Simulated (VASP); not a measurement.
Wanted: the native input for a VASP 6.6.1 run.

| Item | Value |
| --- | --- |
| Task | single point |
| Functional | PBE |
| Potentials or basis | VASP PAW PBE potentials, release 64 (Mg) |
| Cutoff | 520 eV |
| k mesh | 10 × 10 × 10 |
| Occupations | methfessel-paxton, width 0.025 eV |
| Spin | no spin polarisation |
| Dipole correction | no |
| Further INCAR settings | ALGO = Normal; EDIFF = 1e-06; NBANDS = 7 |

The structure of Mg lies in POSCAR:

```
Mg
1.0
    0.0000000000      2.2291934254      2.2291934254
    2.2291934254      0.0000000000      2.2291934254
    2.2291934254      2.2291934254      0.0000000000
Mg
1
Direct
    0.0000000000      0.0000000000      0.0000000000
```

This cell differs from its parent crystal: volume scaled by 0.98.

The input as run:

INCAR

```
  PREC = Accurate
  ENCUT = 520
  EDIFF = 1E-6
  ISMEAR = 1
  SIGMA = 0.025
  LREAL = False
  LASPH = True
  NELM = 80
  ALGO = Normal
  ISIF = 2
  LWAVE = False
  LCHARG = False
  GGA = PE
  NBANDS = 7
```

KPOINTS

```
Automatic mesh
0
Gamma
  10 10 10
```

Potentials or basis: VASP PAW PBE potentials, release 64 (Mg).

Run with:

```console
$ cat potpaw_PBE.64/Mg/POTCAR > POTCAR
$ mpirun -np 1 vasp_std > vasp.out
```

Results of the run:

The pressure is 1.5 GPa. The band gap on the k mesh is zero (band 1 reaches 3.66 eV, above the bottom of band 2 at 1.53 eV).

It took 2.4 s on 1 thread of Intel(R) Xeon(R) 6975P-C (Granite Rapids), on a shared host, peak memory 0.13 GiB.
